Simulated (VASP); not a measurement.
Input of a VASP 6.6.1 run:

INCAR

```
PREC = Accurate
ENCUT = 520
EDIFF = 1E-7
ISMEAR = 0
SIGMA = 0.1
LREAL = False
LASPH = True
NELM = 80
ALGO = Normal
ISIF = 2
LWAVE = False
LCHARG = False
GGA = PE
NBANDS = 27
```

Contents of KPOINTS:

```
regular mesh
0
Gamma
  8 8 8
```

The input POSCAR:

```
Si4BN3
1.0
    4.3646981031      0.0000000000      0.0000000000
    0.0000000000      4.3646981031      0.0000000000
    0.0000000000      0.0000000000      4.3646981031
Si B N
4 1 3
Direct
    0.7412110395      0.2587889605      0.7412110395
    0.7412110395      0.7412110395      0.2587889605
    0.2587889605      0.2587889605      0.2587889605
    0.2587889605      0.7412110395      0.7412110395
    0.0000000000      0.0000000000      0.0000000000
    0.5000000000      0.5000000000      0.0000000000
    0.5000000000      0.0000000000      0.5000000000
    0.0000000000      0.5000000000      0.5000000000
```

Potentials or basis: VASP PAW PBE potentials, release 64 (Si, B, N).

Launch:

```bash
$ cat potpaw_PBE.64/Si/POTCAR potpaw_PBE.64/B/POTCAR potpaw_PBE.64/N/POTCAR > POTCAR
$ mpirun -np 1 vasp_std > vasp.out
```

(1) Predict the band gap on the k mesh.

(2) Estimate the pressure.

Results:

(1) zero (band 17 reaches 12.33 eV, above the bottom of band 18 at 8.83 eV).

(2) -0.1 GPa.
